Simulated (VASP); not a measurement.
Write the native input for VASP 6.6.1 that does the following.

```yaml
Task: single point
Functional: LDA
Potentials_or_basis: VASP PAW LDA potentials, release 64 (Sr_sv, Cl)
Cutoff: 520 eV
k_mesh: 7 × 7 × 7
Occupations: fermi-dirac, width 0.05 eV
Spin: no spin polarisation
Dipole_correction: no
Further_INCAR_settings: ALGO = Normal; EDIFF = 1e-07; NBANDS = 19
```

The structure of SrCl2 lies in POSCAR:

```
SrCl2
1.0
    0.0000000000      3.5114523289      3.5114523289
    3.5114523289      0.0000000000      3.5114523289
    3.5114523289      3.5114523289      0.0000000000
Sr Cl
1 2
Direct
    0.0000000000      0.0000000000      0.0000000000
    0.7500000000      0.7500000000      0.7500000000
    0.2500000000      0.2500000000      0.2500000000
```

The input as run:

INCAR

```
SYSTEM = SrCl2
PREC = Accurate
ENCUT = 520
EDIFF = 1E-7
ISMEAR = -1
SIGMA = 0.05
LREAL = .FALSE.
LASPH = .TRUE.
NELM = 80
ALGO = Normal
ISIF = 2
LWAVE = .FALSE.
LCHARG = .FALSE.
NBANDS = 19
```

KPOINTS

```
regular mesh
0
G
  7 7 7
  0 0 0
```

Potentials or basis: VASP PAW LDA potentials, release 64 (Sr_sv, Cl).

Command:

```console
$ cat potpaw_LDA.64/Sr_sv/POTCAR potpaw_LDA.64/Cl/POTCAR > POTCAR
$ mpirun -np 1 vasp_std > vasp.out
```

It gave:

```yaml
Pressure: -3.3 GPa
Band_gap_on_the_k_mesh: 4.85 eV (least direct gap 5.15 eV)
```

Caveat: the cell stands under tension; an odd mesh through Γ misses points on the zone boundary, where band edges can lie.

It took 28 s on 1 thread of Intel(R) Xeon(R) Platinum 8375C CPU @ 2.90GHz (Ice Lake), on a shared host, peak memory 0.2 GiB.
